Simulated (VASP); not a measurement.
# SiC (I-4m2) in VASP: a series of runs, part 2 of 2

VASP 6.6.1. Earlier steps stand in the parts before.

**3. Single point, r2SCAN (strain +0.0600 x Voigt [0, 1, 0, 0, 0, 0])**

Input file POSCAR:

```
SiC
1.0
    0.0000000000      2.3044400000      2.1740000000
    2.1740000000      0.0000000000      2.1740000000
    2.1740000000      2.3044400000      0.0000000000
Si C
1 1
Direct
    0.0000000000      0.0000000000      0.0000000000
    0.7500000000      0.7500000000      0.7500000000
```

Input file INCAR.step1:

```
SYSTEM = SiC
PREC = Accurate
ENCUT = 520
ISMEAR = 0
SIGMA = 0.05
LREAL = .False.
LASPH = .True.
NELM = 80
NBANDS = 11
GGA = PE
ALGO = Normal
EDIFF = 1E-4
LWAVE = .True.
LCHARG = .False.
```

Input file INCAR.step2:

```
SYSTEM = SiC
PREC = Accurate
ENCUT = 520
EDIFF = 1E-7
ISMEAR = 0
SIGMA = 0.05
LREAL = .False.
LASPH = .True.
NELM = 80
ALGO = Normal
ISIF = 2
LWAVE = .False.
LCHARG = .True.
METAGGA = R2SCAN
LMIXTAU = .True.
LELF = .True.
LVHAR = .True.
NBANDS = 11
ISTART = 1
```

Input file KPOINTS:

```
regular mesh
0
Gamma
  12 12 12
  0 0 0
```

Potentials or basis: VASP PAW PBE potentials, release 64 (Si, C).

Started as:

```console
cat potpaw_PBE.64/Si/POTCAR potpaw_PBE.64/C/POTCAR > POTCAR
cp INCAR.step1 INCAR
mpirun -np 1 vasp_std > vasp.out
cp INCAR.step2 INCAR
mpirun -np 1 vasp_std > vasp.out
```

OUTCAR:

```text
SYSTEM = SiC
   PREC = Accurate
   ENCUT = 520
   EDIFF = 1E-7
   ISMEAR = 0
   LREAL = .False.
   LASPH = .True.
   NELM = 80
   ISIF = 2
   METAGGA = R2SCAN
   ISTART = 1

 ion  position               nearest neighbor table
   1  0.000  0.000  0.000-   2 1.92   2 1.92   2 1.92   2 1.92
   2  0.750  0.750  0.750-   1 1.92   1 1.92   1 1.92   1 1.92

  LATTYP: Found a body centered tetragonal cell.
 ALAT       =     3.0745002846
 C/A-ratio  =     1.4990663761

  Lattice vectors:

 A1 = (   0.0000000000,  -2.3044400000,   2.1740000000)
 A2 = (   0.0000000000,  -2.3044400000,  -2.1740000000)
 A3 = (   2.1740000000,   2.3044400000,   0.0000000000)

Analysis of symmetry for initial positions (statically):
=====================================================================
 Subroutine PRICEL returns:
 Original cell was already a primitive cell.

 Routine SETGRP: Setting up the symmetry group for a
 body centered tetragonal supercell.

 Subroutine GETGRP returns: Found  8 space group operations
 (whereof  8 operations were pure point group operations)
 out of a pool of 16 trial point group operations.

The static configuration has the point symmetry D_2d.

[... 173 lines left out ...]
      5      13.5808      0.00000
      6      14.8550      0.00000
      7      14.8550      0.00000
      8      15.0212      0.00000
      9      21.3209      0.00000
     10      23.2257      0.00000
     11      23.9824      0.00000
[... 309 lines left out ...]
 k-point    24 :      -0.4167    0.1667   -0.0000
  band No.  band energies     occupation
      1      -4.5889      2.00000
      2      -0.5757      2.00000
      3       4.4586      2.00000
      4       5.7062      2.00000
      5      12.6348      0.00000
      6      15.1538      0.00000
      7      16.5601      0.00000
      8      19.0511      0.00000
      9      22.1612      0.00000
     10      23.5759      0.00000
     11      26.4340      0.00000

 [... further k-points ...]

------------------------ aborting loop because EDIFF is reached ----------------------------------------

  FORCE on cell =-STRESS in cart. coord.  units (eV):
  Direction    XX          YY          ZZ          XY          YZ          ZX
  --------------------------------------------------------------------------------------
  -------------------------------------------------------------------------------------
  Total       -0.6951459     -3.1309537     -0.6951459      0.0000000     -0.0000000      0.0000000
  in kB      -51.1295631   -230.2887627    -51.1295631      0.0000000     -0.0000000      0.0000000
  external PRESSURE =    -110.8492963 kB  Pullay stress =       0.0000000 kB

 VOLUME and BASIS-vectors are now :
 -----------------------------------------------------------------------------
  energy-cutoff  :      520.00
  volume of cell :       21.78
      direct lattice vectors                 reciprocal lattice vectors
     0.000000000  2.304440000  2.174000000    -0.229990800  0.216972453  0.229990800
     2.174000000  0.000000000  2.174000000     0.229990800 -0.216972453  0.229990800
     2.174000000  2.304440000  0.000000000     0.229990800  0.216972453 -0.229990800

 POSITION                                       TOTAL-FORCE (eV/Angst)
 -----------------------------------------------------------------------------------
      0.00000      0.00000      0.00000         0.000000     -0.000000      0.000000
      3.26100      3.45666      3.26100         0.000000      0.000000      0.000000
 -----------------------------------------------------------------------------------
    total drift:                               -0.000000      0.000003     -0.000000

  FREE ENERGIE OF THE ION-ELECTRON SYSTEM (eV)
  ---------------------------------------------------
  free  energy   TOTEN  =       -19.2415270522 eV

  energy  without entropy=      -19.2415270522  energy(sigma->0) =      -19.24152705
```

OUTCAR.step1:

```text
SYSTEM = SiC
   PREC = Accurate
   ENCUT = 520
   ISMEAR = 0
   LREAL = .False.
   LASPH = .True.
[... 558 lines left out ...]
      0.00000      0.00000      0.00000         0.000000      0.000000     -0.000000
      3.26100      3.45666      3.26100        -0.000000     -0.000000      0.000000
 -----------------------------------------------------------------------------------
    total drift:                                0.000000     -0.000000      0.000000

  FREE ENERGIE OF THE ION-ELECTRON SYSTEM (eV)
  ---------------------------------------------------
  free  energy   TOTEN  =       -15.0007166997 eV

  energy  without entropy=      -15.0007166997  energy(sigma->0) =      -15.00071670
```

Run time: 2.1 min. Hardware: 1 thread of AMD EPYC 7R13 (Zen 3), shared host; peak memory 0.13 GiB.

What came out:

* Free energy: -19.2415 eV
* Pressure: -11.1 GPa
* Band gap on the k mesh: 1.44 eV (least direct gap 4.94 eV)

Stress tensor (GPa, compression positive):
```
 -5.11   0.00   0.00
  0.00 -23.03   0.00
  0.00   0.00  -5.11
```

Caveat: the cell differs from its parent crystal (strain +0.0600 x Voigt [0, 1, 0, 0, 0, 0]); the cell stands under tension; the PAW data sets were made with another functional, which shifts forces and pressure a little. A k mesh can miss the band edges.
